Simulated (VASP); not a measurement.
Wanted: the native input for a VASP 6.6.1 run.

```
Task                   : single point
Functional             : PBE
Potentials or basis    : VASP PAW PBE potentials, release 64 (Sn_d, Ru_pv, C)
Cutoff                 : 520 eV
k mesh                 : 12 × 12 × 4
Occupations            : gaussian, width 0.1 eV
Spin                   : no spin polarisation
Dipole correction      : no
Further INCAR settings : ALGO = Normal; EDIFF = 1e-06; NBANDS = 46
```

The structure of SnRuC2 lies in POSCAR:

```
SnRuC2
1.0
    3.1590768686      0.0000000000      0.0000000000
   -1.5795384343      2.7358408207      0.0000000000
    0.0000000000      0.0000000000     11.6296171597
Sn Ru C
2 2 4
Direct
    0.0000000000      0.0000000000      0.5000000000
    0.0000000000      0.0000000000      0.0000000000
    0.3333333333      0.6666666667      0.7500000000
    0.6666666667      0.3333333333      0.2500000000
    0.3333333333      0.6666666667      0.3441811170
    0.6666666667      0.3333333333      0.8441811170
    0.6666666667      0.3333333333      0.6558188830
    0.3333333333      0.6666666667      0.1558188830
```

One way to write it, as run:

INCAR

```
SYSTEM = SnRuC2
PREC     = Accurate       ! precision mode
ENCUT    = 520            ! plane-wave cutoff, eV
EDIFF    = 1E-6           ! SCF threshold, eV
ISMEAR   = 0              ! smearing method
SIGMA    = 0.1            ! smearing width, eV
LREAL    = .False.        ! projectors in reciprocal space
LASPH    = .True.         ! aspherical terms in the spheres
NELM     = 60             ! most SCF steps
ALGO     = Normal         ! electronic algorithm
ISIF     = 2              ! what is computed and relaxed
LWAVE    = .False.        ! write WAVECAR
LCHARG   = .True.         ! write CHGCAR
GGA      = PE             ! functional
LELF     = .True.         ! ELF
LVHAR    = .True.       
NBANDS   = 46             ! bands
```

KPOINTS

```
regular mesh
0
Gamma
  12 12 4
  0 0 0
```

Potentials or basis: VASP PAW PBE potentials, release 64 (Sn_d, Ru_pv, C).

Run with:

```console
$ cat potpaw_PBE.64/Sn_d/POTCAR potpaw_PBE.64/Ru_pv/POTCAR potpaw_PBE.64/C/POTCAR > POTCAR
$ mpirun -np 1 vasp_std > vasp.out
```

It gave:

* Pressure: 0.1 GPa
* Band gap on the k mesh: zero (bands 36 and 37 overlap by 3.62 eV)

Caveat: spin-orbit coupling is left out, which moves the levels of the heavy elements.

Wall time 5.8 min on 1 thread of Intel Xeon 8259CL, with other jobs on the host, peak memory 0.37 GiB.
